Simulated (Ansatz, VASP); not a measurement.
Br in VASP and in Ansatz

Contents of INCAR:

```
SYSTEM = Br
ALGO = Normal ; EDIFF = 1E-6
ENCUT = 520 ; GGA = PE
ISIF = 2 ; ISMEAR = 0
IVDW = 12 ; LASPH = .True.
LCHARG = .True. ; LELF = .True.
LREAL = .False. ; LVHAR = .True.
LWAVE = .False. ; NBANDS = 10
NELM = 100 ; PREC = Accurate
SIGMA = 0.15
```

KPOINTS

```
k-points
0
Gamma
  22 22 22
  0 0 0
```

The input POSCAR:

```
Br
1.0
   -1.4216501623      1.4216501623      3.5532137791
    1.4216501623     -1.4216501623      3.5532137791
    1.4216501623      1.4216501623     -3.5532137791
Br
1
Direct
    0.0000000000      0.0000000000      0.0000000000
```

Input for Ansatz:

```yaml
crystal:
  lattice:
    - [-1.4216501623, 1.4216501623, 3.5532137791]
    - [1.4216501623, -1.4216501623, 3.5532137791]
    - [1.4216501623, 1.4216501623, -3.5532137791]
  atoms:
    - { symbol: Br, position: [0.0, 0.0, 0.0] }
basis:
  ecutwfc: 420
kpoints:
  mp_grid: { grid: [22, 22, 22] }
hamiltonian:
  xc: pbe
  dispersion: d3bj
scf:
  occupations: { method: gaussian, width: 0.15 }
output:
  forces: true
  stress: true
  eigenvalues: true
```

Alike in both runs: task single point; functional PBE; dispersion D3(BJ); k mesh 22 × 22 × 22; occupations gaussian, width 0.15 eV; no spin polarisation.

|  | VASP | Ansatz |
| --- | --- | --- |
| version | VASP 6.6.1 | Ansatz 0.2.0 |
| potentials or method | VASP PAW PBE potentials, release 64 (Br), cutoff 520 eV | scalar-relativistic, plane waves, PAW |
| valence electrons in the cell | 7 | 7 |

```csv
,VASP,Ansatz,Ansatz less VASP
gap on the k mesh at the Fermi level (eV),none,none,-
pressure (GPa),0.0,0.0,-0.01
```

A gap of «none» marks a metal or a gap that the smearing closes.
